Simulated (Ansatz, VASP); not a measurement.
**One calculation of PbS, two programs**

```
Pb S
1.0
     0.00000    2.98809    2.98809
     2.98809    0.00000    2.98809
     2.98809    2.98809    0.00000
Pb S
1 1
Direct
  0.50000 0.50000 0.50000
  0.00000 0.00000 0.00000
```

Alike in both runs: task relaxation of cell and atoms; functional PBEsol; k mesh 10 × 10 × 10; occupations gaussian, width 0.02 eV; no spin polarisation.

|  | VASP | Ansatz |
| --- | --- | --- |
| version | VASP 6.6.1 | Ansatz 0.2.0 |
| potentials or method | VASP PAW PBE potentials, release 64 (Pb_d, S), cutoff 500 eV | scalar-relativistic, plane waves, PAW |
| valence electrons in the cell | 20 | 20 |

VASP gave:

* gap on the k mesh at the Fermi level, each at its own relaxed structure (eV): 0.20
* relaxed volume (Å³/atom): 25.69
* relaxed cell length with the largest relative difference (Å): 4.173

**Question.** What did Ansatz give for the same quantities?

**Answer.** gap on the k mesh at the Fermi level, each at its own relaxed structure (eV): 0.20; relaxed volume (Å³/atom): 25.72; relaxed cell length with the largest relative difference (Å): 4.174.

VASP's potentials were made for PBE, not for PBEsol, and Ansatz warns of the same on its side.

Spin-orbit coupling is off throughout.
